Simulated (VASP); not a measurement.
# Ta2C (P-3m1) in VASP: a series of runs

The runs below take Ta2C through single point, with r2SCAN.

Everything below comes from runs of VASP 6.6.1. Logs are shortened: lines on timing, memory, paths and dates and some standing lists are left out, and cuts for length are marked.

## (1) The cell of the first run

Symmetry: P-3m1, No. 164, trigonal system. Conventional cell: a = 3.103 Å, b = 3.103 Å, c = 4.930 Å, α = 90.00°, β = 90.00°, γ = 120.00°. Within 2.9 Å of Ta (site symmetry 3m) lie 3 C at 2.19 Å. Within 2.9 Å of C (site symmetry -3m) lie 6 Ta at 2.19 Å.

## (2) Single point, r2SCAN

File POSCAR:

```
Ta2C
1.0
    3.1026805122      0.0000000000      0.0000000000
   -1.5513402561      2.6870001434      0.0000000000
    0.0000000000      0.0000000000      4.9303572231
Ta C
2 1
Direct
    0.3333333333      0.6666666667      0.2539428658
    0.6666666667      0.3333333333      0.7460571342
    0.0000000000      0.0000000000      0.0000000000
```

File INCAR.step1:

```
  ALGO = Normal
  EDIFF = 1E-4
  ENCUT = 520
  GGA = PE
  ISMEAR = 0
  LASPH = True
  LCHARG = False
  LREAL = False
  LWAVE = True
  NBANDS = 20
  NELM = 60
  PREC = Accurate
  SIGMA = 0.1
```

File INCAR.step2:

```
  ALGO = Normal
  EDIFF = 1E-6
  ENCUT = 520
  ISIF = 2
  ISMEAR = 0
  ISTART = 1
  LASPH = True
  LCHARG = False
  LMIXTAU = True
  LREAL = False
  LWAVE = False
  METAGGA = R2SCAN
  NBANDS = 20
  NELM = 60
  PREC = Accurate
  SIGMA = 0.1
```

File KPOINTS:

```
k-points
0
Gamma
  18 18 8
```

Potentials or basis: VASP PAW PBE potentials, release 64 (Ta_pv, C).

Run with:

```bash
cat potpaw_PBE.64/Ta_pv/POTCAR potpaw_PBE.64/C/POTCAR > POTCAR
cp INCAR.step1 INCAR
mpirun -np 1 vasp_std > vasp.out
cp INCAR.step2 INCAR
mpirun -np 1 vasp_std > vasp.out
```

OUTCAR:

```text
EDIFF = 1E-6
   ENCUT = 520
   ISIF = 2
   ISMEAR = 0
   ISTART = 1
   LASPH = True
   LREAL = False
   METAGGA = R2SCAN
   NELM = 60
   PREC = Accurate

 ion  position               nearest neighbor table
   1  0.333  0.667  0.254-   3 2.19   3 2.19   3 2.19   2 3.02   2 3.02   2 3.02   2 3.08   2 3.08
                             2 3.08
   2  0.667  0.333  0.746-   3 2.19   3 2.19   3 2.19   1 3.02   1 3.02   1 3.02   1 3.08   1 3.08
                             1 3.08
   3  0.000  0.000  0.000-   1 2.19   2 2.19   2 2.19   1 2.19   2 2.19   1 2.19

  LATTYP: Found a hexagonal cell.
 ALAT       =     3.1026805122
 C/A-ratio  =     1.5890637801

  Lattice vectors:

 A1 = (   3.1026805122,   0.0000000000,   0.0000000000)
 A2 = (  -1.5513402561,   2.6870001434,   0.0000000000)
 A3 = (   0.0000000000,   0.0000000000,   4.9303572231)

Analysis of symmetry for initial positions (statically):
=====================================================================
 Subroutine PRICEL returns:
 Original cell was already a primitive cell.

 Routine SETGRP: Setting up the symmetry group for a
 hexagonal supercell.

 Subroutine GETGRP returns: Found 12 space group operations
 (whereof 12 operations were pure point group operations)
 out of a pool of 24 trial point group operations.

The static configuration has the point symmetry D_3d.

Analysis of symmetry for dynamics (positions and initial velocities):
=====================================================================
 Subroutine PRICEL returns:
 Original cell was already a primitive cell.

 Routine SETGRP: Setting up the symmetry group for a
 hexagonal supercell.

 Subroutine GETGRP returns: Found 12 space group operations
 (whereof 12 operations were pure point group operations)
 out of a pool of 24 trial point group operations.

The dynamic configuration has the point symmetry D_3d.

 Subroutine INISYM returns: Found 12 space group operations
 (whereof 12 operations are pure point group operations),
 and found     1 'primitive' translations

----------------------------------------------------------------------------------------

                                     Primitive cell

  volume of cell :      41.1039

  direct lattice vectors                    reciprocal lattice vectors
[... 84 lines left out ...]
   LNONCOLLINEAR =      F non collinear calculations
   LSORBIT =      F    spin-orbit coupling
   LASPH  =      T    aspherical Exc in radial PAW
   ENCUT  =  520.0 eV  38.22 Ry    6.18 a.u.   5.77  5.77  9.17*2*pi/ulx,y,z
   NELM   =     60;   NELMIN=  2; NELMDL=  0     # of ELM steps
   EDIFF  = 0.1E-05   stopping-criterion for ELM
   LREAL  =      F    real-space projection
   EDIFFG = 0.1E-04   stopping-criterion for IOM
   NSW    =      0    number of steps for IOM
   IBRION =     -1    ionic relax: 0-MD 1-quasi-New 2-CG
   NFREE  =      0    steps in history (QN), initial steepest desc. (CG)
   ISIF   =      2    stress and relaxation
   ISYM   =      2    0-nonsym 1-usesym 2-fastsym
   POTIM  = 0.5000    time-step for ionic-motion
   TEBEG  =    0.0;   TEEND  =   0.0 temperature during run
   PSTRESS=    0.0 pullay stress
   NELECT =      26.0000    total number of electrons
   NUPDOWN=      -1.0000    fix difference up-down
   EMIN   =  10.00;   EMAX   =-10.00  energy-range for DOS
   EFERMI =   0.00;   METHOD = LEGACY
   ISMEAR =     0;   SIGMA  =   0.10  broadening in eV -4-tet -1-fermi 0-gaus
   EFERMI_NEDOS =   21; number of points for ismear=-14 and -15
   IALGO  =     38    algorithm
   IMIX   =      4    mixing-type and parameters
     AMIX     =   0.40;   BMIX     =  1.00
     AMIX_MAG =   1.60;   BMIX_MAG =  1.00
  volume/ion in A,a.u.               =      13.70        92.46
  Fermi-wavevector in a.u.,A,eV,Ry     =   1.405308  2.655647 26.870024  1.974891
  Thomas-Fermi vector in A             =   2.527782
   LORBIT       =      0    0 simple, 1 ext, 2 COOP (PROOUT), +10 PAW based schemes
   METAGGA = R2SCAN    functional components
   LHFCALC =     F    Hartree Fock is set to
   AEXX    =    0.0000 exact exchange contribution
   IVDW    =     0    specifies the selected vdW correction
   LEPSILON=     F    determine dielectric tensor
   LRPA    =     F    only Hartree local field effects (RPA)
 non-spin polarized calculation
 Gauss-broadening in eV      SIGMA  =   0.10
  energy-cutoff  :      520.00
  volume of cell :       41.10
 maximum number of plane-waves:      1132
   NGX = 11   NGY = 11   NGZ = 19

 number of electron      26.0000000 magnetization

 Free energy of the ion-electron system (eV)
  ---------------------------------------------------
  ext. energy  EPLUGINS =         0.00000000
  ---------------------------------------------------
  free energy    TOTEN  =      -109.16314971 eV

  energy without entropy =     -109.15968093  energy(sigma->0) =     -109.16141532

 E-fermi :   6.6355     XC(G=0): -13.8978

 val. band max:        6.6299346714   @ k =   0.3889   0.1667   0.5000
 cond. band min:       6.6472938662   @ k =   0.0000   0.0556   0.2500
 fundamental gap:      0.0173591947
 Fermi energy:         6.6355336134

 k-point     1 :       0.0000    0.0000    0.0000
  band No.  band energies     occupation
      1     -29.5888      2.00000
      2     -28.8639      2.00000
      3     -28.8639      2.00000
      4     -28.7463      2.00000
      5     -28.7463      2.00000
      6     -28.6566      2.00000
[... 541 lines left out ...]
     19      12.5127      0.00000
     20      12.9005      0.00000

 [... further k-points ...]

------------------------ aborting loop because EDIFF is reached ----------------------------------------

  FORCE on cell =-STRESS in cart. coord.  units (eV):
  Direction    XX          YY          ZZ          XY          YZ          ZX
  --------------------------------------------------------------------------------------
  -------------------------------------------------------------------------------------
  Total        0.7453549      0.7453549      0.7255178      0.0000000      0.0000000      0.0000000
  in kB       29.0529707     29.0529707     28.2797454      0.0000000      0.0000000      0.0000000
  external PRESSURE =      28.7952289 kB  Pullay stress =       0.0000000 kB

 VOLUME and BASIS-vectors are now :
 -----------------------------------------------------------------------------
  energy-cutoff  :      520.00
  volume of cell :       41.10
      direct lattice vectors                 reciprocal lattice vectors
     3.102680512  0.000000000  0.000000000     0.322301957  0.186081121  0.000000000
    -1.551340256  2.687000143  0.000000000     0.000000000  0.372162243  0.000000000
     0.000000000  0.000000000  4.930357223     0.000000000  0.000000000  0.202825060

 POSITION                                       TOTAL-FORCE (eV/Angst)
 -----------------------------------------------------------------------------------
     -0.00000      1.79133      1.25203        -0.000000      0.000000      0.047005
      1.55134      0.89567      3.67833         0.000000     -0.000000     -0.047005
      0.00000      0.00000      0.00000         0.000000      0.000000      0.000000
 -----------------------------------------------------------------------------------
    total drift:                               -0.000000      0.000000     -0.000000

  FREE ENERGIE OF THE ION-ELECTRON SYSTEM (eV)
  ---------------------------------------------------
  free  energy   TOTEN  =      -109.1631497091 eV

  energy  without entropy=     -109.1596809317  energy(sigma->0) =     -109.16141532
```

OUTCAR.step1:

```text
EDIFF = 1E-4
   ENCUT = 520
   GGA = PE
   ISMEAR = 0
[... 780 lines left out ...]
     -0.00000      1.79133      1.25203         0.000000     -0.000000      0.012724
      1.55134      0.89567      3.67833         0.000000      0.000000     -0.012724
      0.00000      0.00000      0.00000        -0.000000      0.000000      0.000000
 -----------------------------------------------------------------------------------
    total drift:                               -0.000000      0.000000     -0.000000

  FREE ENERGIE OF THE ION-ELECTRON SYSTEM (eV)
  ---------------------------------------------------
  free  energy   TOTEN  =       -34.6604633605 eV

  energy  without entropy=      -34.6566947508  energy(sigma->0) =      -34.65857906
```

Run time: 7.4 min. Hardware: 1 thread of Intel Xeon Platinum 8259CL at 2.50GHz (Skylake/Cascade Lake), shared host; peak memory 0.32 GiB.

What came out:

| Quantity | Value |
| --- | --- |
| Free energy | -109.1631 eV |
| Pressure | 2.9 GPa |
| Largest force | 0.047 eV/Å |
| Band gap on the k mesh | zero (band 13 reaches 7.15 eV, above the bottom of band 14 at 6.39 eV) |

Forces on the atoms (eV/Å):
```
Ta   0.000  0.000  0.047
Ta   0.000  0.000 -0.047
C    0.000  0.000  0.000
```

Caveat: the PAW data sets were made with another functional, which shifts forces and pressure a little; spin-orbit coupling is left out, which moves the levels of the heavy elements.

## (3) Single point, r2SCAN

This run uses another cell than the first one, of 13.80 Å³/atom, 1.007 times its volume.

File POSCAR:

```
Ta2C
1.0
    3.1101644563      0.0000000000      0.0000000000
   -1.5550822282      2.6934814291      0.0000000000
    0.0000000000      0.0000000000      4.9422989465
Ta C
2 1
Direct
    0.3333333333      0.6666666667      0.2535635793
    0.6666666667      0.3333333333      0.7464364207
    0.0000000000      0.0000000000      0.0000000000
```

File INCAR.step1:

```
SYSTEM = Ta2C
PREC     = Accurate       ! precision mode
ENCUT    = 520            ! plane-wave cutoff, eV
ISMEAR   = 0              ! smearing method
SIGMA    = 0.1            ! smearing width, eV
LREAL    = .FALSE.        ! projectors in reciprocal space
LASPH    = .TRUE.         ! aspherical terms in the spheres
NELM     = 60             ! most SCF steps
NBANDS   = 20             ! bands
GGA      = PE             ! functional
ALGO     = Normal         ! electronic algorithm
EDIFF    = 1E-4           ! SCF threshold, eV
LWAVE    = .TRUE.         ! write WAVECAR
LCHARG   = .FALSE.        ! write CHGCAR
```

File INCAR.step2:

```
SYSTEM = Ta2C
PREC     = Accurate       ! precision mode
ENCUT    = 520            ! plane-wave cutoff, eV
EDIFF    = 1E-7           ! SCF threshold, eV
ISMEAR   = 0              ! smearing method
SIGMA    = 0.1            ! smearing width, eV
LREAL    = .FALSE.        ! projectors in reciprocal space
LASPH    = .TRUE.         ! aspherical terms in the spheres
NELM     = 60             ! most SCF steps
ALGO     = Normal         ! electronic algorithm
ISIF     = 2              ! what is computed and relaxed
LWAVE    = .FALSE.        ! write WAVECAR
LCHARG   = .FALSE.        ! write CHGCAR
METAGGA  = R2SCAN         ! meta-GGA
LMIXTAU  = .TRUE.       
NBANDS   = 20             ! bands
ISTART   = 1
```

File KPOINTS:

```
regular mesh
0
G
  18 18 8
  0 0 0
```

Potentials or basis: VASP PAW PBE potentials, release 64 (Ta_pv, C).

Run with:

```bash
cat potpaw_PBE.64/Ta_pv/POTCAR potpaw_PBE.64/C/POTCAR > POTCAR
cp INCAR.step1 INCAR
mpirun -np 1 vasp_std > vasp.out
cp INCAR.step2 INCAR
mpirun -np 1 vasp_std > vasp.out
```

Wall time 9 min (1 thread of Intel Xeon Platinum 8259CL at 2.50GHz (Skylake/Cascade Lake), shared host); peak memory 0.32 GiB.

It converged, with:

```yaml
Free_energy: -109.1665 eV
Pressure: 0.9 GPa
Largest_force: 0.045 eV/Å
Band_gap_on_the_k_mesh: zero (band 13 reaches 7.08 eV, above the bottom of band 14 at 6.33 eV)
```

Forces on the atoms (eV/Å):
```
Ta   0.000  0.000  0.045
Ta   0.000  0.000 -0.045
C    0.000  0.000  0.000
```

Stress tensor (GPa, compression positive):
```
0.90 0.00 0.00
0.00 0.90 0.00
0.00 0.00 0.78
```

Levels at points of the mesh, in eV from the Fermi level:
```tsv
k point	band 11	band 12	band 13	band 14	band 15	band 16
(0.00, 0.00, 0.00)	-3.51	0.02	0.51	0.51	1.17	1.17
(0.50, 0.00, 0.00)	-3.89	-2.13	-0.46	3.38	3.56	4.66
(0.00, 0.00, 0.50)	-1.97	-1.80	-0.24	-0.24	2.98	2.98
(0.50, 0.00, 0.50)	-2.63	-1.51	-1.23	1.47	1.48	4.47
```

Caveat: the PAW data sets were made with another functional, which shifts forces and pressure a little; spin-orbit coupling is left out, which moves the levels of the heavy elements.
